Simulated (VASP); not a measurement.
The system is SnO2.

```
Sn O
1.0
     5.17526    0.00000    0.00000
     0.00000    5.17526    0.00000
     0.00000    0.00000    5.17526
Sn O
4 8
Direct
  0.00000 0.00000 0.00000
  0.50000 0.00000 0.50000
  0.50000 0.50000 0.00000
  0.00000 0.50000 0.50000
  0.66110 0.83890 0.16110
  0.83890 0.16110 0.66110
  0.16110 0.66110 0.83890
  0.33890 0.33890 0.33890
  0.66110 0.66110 0.66110
  0.83890 0.33890 0.16110
  0.16110 0.83890 0.33890
  0.33890 0.16110 0.83890
```

```yaml
Program: VASP 6.6.1
Task: relaxation of cell and atoms
Functional: PBEsol
Potentials_or_basis: VASP PAW PBE potentials, release 64 (Sn_d, O)
Cutoff: 600 eV
k_mesh: 5 × 5 × 5
Occupations: fermi-dirac, width 0.05 eV
Spin: no spin polarisation
```

At the start: pressure -6.7 GPa; volume 11.55 Å³/atom.

Task: How do energy, volume and symmetry change on relaxing?

Result: Over 7 steps the energy falls by 8.6 meV/atom and the volume is 11.16 Å³/atom (-3.4 %); space group Pa-3 (No. 205, to 0.1 Å) before and after.

Step by step:
```
step  energy change (eV)  largest force (eV/Å)  pressure (GPa)  volume (Å³)
   1              0.0000                0.0211           -6.74       138.61
   2              0.0231                0.0549            8.61       129.08
   3             -0.1025                0.0129           -0.05       133.95
   4             -0.1025                0.0136            0.09       133.86
   5             -0.1026                0.0109           -0.09       133.97
   6             -0.1026                0.0110           -0.09       133.96
   7             -0.1026                0.0093           -0.07       133.95
```

Final structure:
```yaml
crystal:
  lattice:
    - [5.11664, 0.00000, 0.00000]
    - [0.00000, 5.11664, 0.00000]
    - [0.00000, 0.00000, 5.11664]
  atoms:
    - { symbol: Sn, position: [0.00000, 0.00000, 0.00000] }
    - { symbol: Sn, position: [0.50000, 0.00000, 0.50000] }
    - { symbol: Sn, position: [0.50000, 0.50000, 0.00000] }
    - { symbol: Sn, position: [0.00000, 0.50000, 0.50000] }
    - { symbol: O, position: [0.66101, 0.83899, 0.16101] }
    - { symbol: O, position: [0.83899, 0.16101, 0.66101] }
    - { symbol: O, position: [0.16101, 0.66101, 0.83899] }
    - { symbol: O, position: [0.33899, 0.33899, 0.33899] }
    - { symbol: O, position: [0.66101, 0.66101, 0.66101] }
    - { symbol: O, position: [0.83899, 0.33899, 0.16101] }
    - { symbol: O, position: [0.16101, 0.83899, 0.33899] }
    - { symbol: O, position: [0.33899, 0.16101, 0.83899] }
```

Caveat: the PAW data sets were made with another functional, which shifts forces and pressure a little.
